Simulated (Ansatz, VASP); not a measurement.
HfN in VASP and in Ansatz

Contents of INCAR:

```
SYSTEM = HfN
ALGO = Normal
EDIFF = 1E-8
ENCUT = 520
GGA = PE
ISIF = 2
ISMEAR = -1
LASPH = .TRUE.
LCHARG = .FALSE.
LEFG = .TRUE.
LREAL = .FALSE.
LWAVE = .FALSE.
NBANDS = 14
NELM = 80
PREC = Accurate
SIGMA = 0.03
```

KPOINTS

```
k-points
0
G
  10 10 10
  0 0 0
```

Contents of POSCAR:

```
HfN
1.0
    0.0000000000      2.2887270932      2.2887270932
    2.2887270932      0.0000000000      2.2887270932
    2.2887270932      2.2887270932      0.0000000000
Hf N
1 1
Direct
    0.0000000000      0.0000000000      0.0000000000
    0.5000000000      0.5000000000      0.5000000000
```

Input for Ansatz:

```yaml
crystal:
  lattice:
    - [0.0, 2.2887270932, 2.2887270932]
    - [2.2887270932, 0.0, 2.2887270932]
    - [2.2887270932, 2.2887270932, 0.0]
  atoms:
    - { symbol: Hf, position: [0.0, 0.0, 0.0] }
    - { symbol: "N", position: [0.5, 0.5, 0.5] }
kpoints:
  mp_grid: { grid: [10, 10, 10] }
scf:
  occupations: { method: fermi_dirac, width: 0.03 }
hamiltonian:
  xc: pbe
  pseudopotentials: { kind: all_electron, datasets: crystal }
output:
  forces: true
  stress: true
  eigenvalues: true
  efg: { contact_densities: true }
```

Change from the starting cell: volume scaled by 1.04, crystal datasets.

Alike in both runs: task electric field gradients; functional PBE; k mesh 10 × 10 × 10; occupations fermi-dirac, width 0.03 eV; no spin polarisation.

```csv
,VASP,Ansatz
version,VASP 6.6.1,Ansatz 0.2.0
potentials or method,"VASP PAW PBE potentials, release 64 (Hf_pv, N), cutoff 520 eV","all-electron PAW with datasets made for the crystal, scalar-relativistic"
```

|  | VASP | Ansatz | Ansatz less VASP |
| --- | --- | --- | --- |
| pressure (GPa) | -7.2 | -4.8 | +2.31 |

Ansatz ran all-electron here, and VASP with PAW potentials.

Neither program's run includes spin-orbit coupling.
